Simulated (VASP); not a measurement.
Li2Sn: relaxation of cell and atoms with PBE

The system is Li2Sn.

```
Li Sn
1.0
     3.68634    0.00000    0.00000
    -1.84317    3.19247    0.00000
     0.00000    0.00000    3.98027
Li Sn
2 1
Cartesian
  0.0000 2.1283 1.9901
  1.8432 1.0642 1.9901
  0.0000 0.0000 0.0000
```

* Program: VASP 6.6.1
* Task: relaxation of cell and atoms
* Functional: PBE
* Potentials or basis: VASP PAW PBE potentials, release 64 (Li_sv, Sn_d)
* Cutoff: 600 eV
* k mesh: 6 × 6 × 4
* Occupations: gaussian, width 0.1 eV
* Spin: no spin polarisation
* Dipole correction: no
* Further INCAR settings: ALGO = Fast; EDIFF = 1e-06; IBRION = 2; EDIFFG = -0.04; NSW = 90; ISIF = 3

| Property | Result |
| --- | --- |
| Relaxed volume | 17.97 Å³/atom |
| Relaxed cell | a = 4.658 Å, b = 4.658 Å, c = 2.869 Å, α = 90.00°, β = 90.00°, γ = 120.00° |
| Space group after relaxing (to 0.1 Å) | P6/mmm (No. 191) |
| Energy gained by relaxing | 430.5 meV/atom |
| Ionic steps | 14 |
| Pressure after relaxing | -0.1 GPa |
| Band gap on the k mesh | zero (bands 10 and 11 overlap by 3.67 eV) |

Stress tensor (GPa, compression positive):
```
-0.02  0.00  0.00
 0.00 -0.02  0.00
 0.00  0.00 -0.13
```

Step by step:
```tsv
step	energy change (eV)	largest force (eV/Å)	pressure (GPa)	volume (Å³)
1	0.0000	0.0000	9.49	46.84
2	-0.3146	0.0000	2.98	53.37
3	-0.4141	0.0000	-1.72	62.30
4	-0.5408	0.0000	-1.87	62.92
5	-0.5567	0.0000	-1.94	63.05
6	-0.5676	0.0000	-2.23	63.24
7	-0.7169	0.0000	-3.82	63.24
8	-1.1562	0.0000	-4.73	61.61
9	-1.0892	0.0000	-5.26	62.34
10	-1.1501	0.0000	-5.01	61.92
11	-1.1274	0.0000	1.08	54.50
12	-1.2234	0.0000	-2.78	58.26
13	-1.2909	0.0000	-0.33	54.30
14	-1.2915	0.0000	-0.06	53.92
```

Final structure:
```
CELL_PARAMETERS angstrom
4.65825 0.00000 0.00000
-2.32913 4.03416 0.00000
0.00000 0.00000 2.86950
ATOMIC_POSITIONS crystal
Li 0.33333 0.66667 0.50000
Li 0.66667 0.33333 0.50000
Sn 0.00000 0.00000 0.00000
```

Levels at points of the mesh, in eV from the Fermi level:
| k point | band 7 | band 8 | band 9 | band 10 | band 11 | band 12 | band 13 | band 14 |
| --- | --- | --- | --- | --- | --- | --- | --- | --- |
| (0.00, 0.00, 0.00) | -21.76 | -10.08 | -1.64 | -1.64 | 6.96 | 13.18 | 14.67 | 14.67 |
| (0.50, 0.00, 0.00) | -21.76 | -9.53 | -4.76 | -3.02 | 0.85 | 7.60 | 7.90 | 8.41 |
| (0.00, 0.00, 0.50) | -21.67 | -6.13 | -4.57 | 2.35 | 2.35 | 3.49 | 4.19 | 4.19 |
| (0.50, 0.00, 0.50) | -21.67 | -4.99 | -4.27 | -2.09 | 1.35 | 2.42 | 2.59 | 6.56 |

Wall time 5.3 min on 1 thread of AMD EPYC 9R45 96-Core Processor (Zen 5), on a shared host, peak memory 0.15 GiB.

Caveat: the k points lie up to 0.55 Å⁻¹ apart in the final cell, too coarse for converged energies and pressures of a metal; the cutoff is under 1.25 times the usual one of these potentials, so pressure, stress and relaxed cells hold a basis-set (Pulay) error; the volume moved by over 15 % at a fixed basis, so the end points are rough; spin-orbit coupling is left out, which moves the levels of the heavy elements.
